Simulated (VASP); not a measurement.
SiC: relaxation of cell and atoms with PBEsol

SiC:

```
CELL_PARAMETERS angstrom
3.07604 0.00000 0.00000
-1.53802 2.66393 0.00000
0.00000 0.00000 5.04544
ATOMIC_POSITIONS crystal
Si 0.33333 0.66667 0.00452
Si 0.66667 0.33333 0.50452
C 0.33333 0.66667 0.38048
C 0.66667 0.33333 0.88048
```

```json
{"Program": "VASP 6.6.1", "Task": "relaxation of cell and atoms", "Functional": "PBEsol", "Potentials or basis": "VASP PAW PBE potentials, release 64 (Si, C)", "Cutoff": "600 eV", "k mesh": "12 × 12 × 6", "Occupations": "gaussian, width 0.02 eV", "Spin": "no spin polarisation", "Dipole correction": "no", "Further INCAR settings": "ALGO = Normal; EDIFF = 1e-06; IBRION = 2; EDIFFG = -0.005; NSW = 100; ISIF = 3"}
```

```yaml
Relaxed_volume: 10.35 Å³/atom
Relaxed_cell: a = 3.077 Å, b = 3.077 Å, c = 5.049 Å, α = 90.00°, β = 90.00°, γ = 120.00°
Space_group_after_relaxing_to_0.05_Å: P6_3mc (No. 186)
Energy_gained_by_relaxing: 0.0 meV/atom
Ionic_steps: 3
Pressure_after_relaxing: 0.0 GPa
Largest_force_after_relaxing: 0.004 eV/Å
Band_gap_on_the_k_mesh: 2.12 eV, indirect (least direct gap 3.85 eV)
```

Forces on the atoms (eV/Å):
```
Si   0.000  0.000  0.004
Si   0.000  0.000  0.004
C    0.000  0.000 -0.004
C    0.000  0.000 -0.004
```

Stress tensor (GPa, compression positive):
```
-0.04  0.00  0.00
 0.00 -0.04  0.00
 0.00  0.00  0.03
```

Final structure:
```cif
data_structure
_symmetry_space_group_name_H-M 'P 1'
_symmetry_Int_Tables_number 1
_cell_length_a 3.0772
_cell_length_b 3.0772
_cell_length_c 5.0488
_cell_angle_alpha 90.000
_cell_angle_beta 90.000
_cell_angle_gamma 120.000
_cell_volume 41.40
loop_
_atom_site_label
_atom_site_type_symbol
_atom_site_fract_x
_atom_site_fract_y
_atom_site_fract_z
_atom_site_occupancy
Si1 Si 0.33333 0.66667 0.00456 1
Si2 Si 0.66667 0.33333 0.50456 1
C1 C 0.33333 0.66667 0.38044 1
C2 C 0.66667 0.33333 0.88044 1
```

Levels at points of the mesh, in eV from the valence-band top:
| k point | band 5 | band 6 | band 7 | band 8 | band 9 | band 10 | band 11 | band 12 |
| --- | --- | --- | --- | --- | --- | --- | --- | --- |
| (0.00, 0.00, 0.00) | -1.32 | -0.11 | 0.00 | 0.00 | 4.73 | 6.15 | 6.59 | 6.59 |
| (0.50, 0.00, 0.00) | -5.47 | -3.34 | -3.34 | -1.20 | 2.65 | 4.12 | 6.79 | 7.04 |
| (0.00, 0.00, 0.50) | -0.72 | -0.72 | -0.72 | -0.72 | 5.82 | 5.82 | 7.27 | 7.27 |
| (0.50, 0.00, 0.50) | -2.46 | -2.46 | -2.34 | -2.34 | 3.17 | 3.17 | 5.16 | 5.16 |

Wall time 28 s on 1 thread of Intel(R) Xeon(R) 6975P-C (Granite Rapids) (shared host), peak memory 0.19 GiB.

Caveat: the PAW data sets were made with another functional, which shifts forces and pressure a little. A k mesh can miss the band edges.
